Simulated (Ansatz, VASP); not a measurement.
# Two plane-wave programs on WC

Contents of INCAR:

```
PREC = Accurate ; ENCUT = 520
EDIFF = 1E-8 ; ISMEAR = -1
SIGMA = 0.05 ; LREAL = F
LASPH = T ; NELM = 100
ALGO = Normal ; ISIF = 2
LWAVE = F ; LCHARG = F
GGA = PE ; LEFG = T
NBANDS = 16
```

The input KPOINTS:

```
regular mesh
0
Gamma
  13 13 12
```

The input POSCAR:

```
WC
1.0
    2.9005014360      0.0435075215      0.0435075215
   -1.4125720991      2.4901541665      0.0159248581
    0.0424350000      0.0424350000      2.8290000000
W C
1 1
Direct
    0.0000000000      0.0000000000      0.0000000000
    0.6666666667      0.3333333333      0.5000000000
```

Input for Ansatz:

```yaml
crystal:
  lattice:
    - [2.900501436, 0.0435075215, 0.0435075215]
    - [-1.4125720991, 2.4901541665, 0.0159248581]
    - [0.042435, 0.042435, 2.829]
  atoms:
    - { symbol: W, position: [0.0, 0.0, 0.0] }
    - { symbol: C, position: [0.6666666667, 0.3333333333, 0.5] }
kpoints:
  mp_grid: { grid: [13, 13, 12] }
scf:
  occupations: { method: fermi_dirac, width: 0.05 }
hamiltonian:
  xc: pbe
  pseudopotentials: { kind: paw }
output:
  forces: true
  stress: true
  eigenvalues: true
  efg: { contact_densities: true }
```

Change from the starting cell: equal xy, yz and zx shear strains of +3 %, PAW files.

Alike in both runs: task electric field gradients; functional PBE; k mesh 13 × 13 × 12; occupations fermi-dirac, width 0.05 eV; no spin polarisation.

```csv
,VASP,Ansatz
version,VASP 6.6.1,Ansatz 0.2.0
potentials or method,"VASP PAW PBE potentials, release 64 (W_sv, C)","PAW with Ansatz's default frozen-core files, scalar-relativistic"
plane-wave cutoff (eV),520,420
valence electrons in the cell,18,18
```

Ansatz gave:

* pressure (GPa): 9.5
* traceless stress, the component that is largest in VASP (GPa): -9.28
* rms of the force components (eV/Å): 0.076
* size of Vzz on the site where it differs most (V/Å²): 178.2

Q: What did VASP give for the same quantities?

A: Pressure (GPa): 10.6; traceless stress, the component that is largest in VASP (GPa): -9.32; rms of the force components (eV/Å): 0.078; size of Vzz on the site where it differs most (V/Å²): 175.0.

Atom by atom the forces differ by 0.002 eV/Å (rms over components). With one functional, cell and mesh, what is left measures potentials, basis and numerics.

Neither program's run includes spin-orbit coupling.
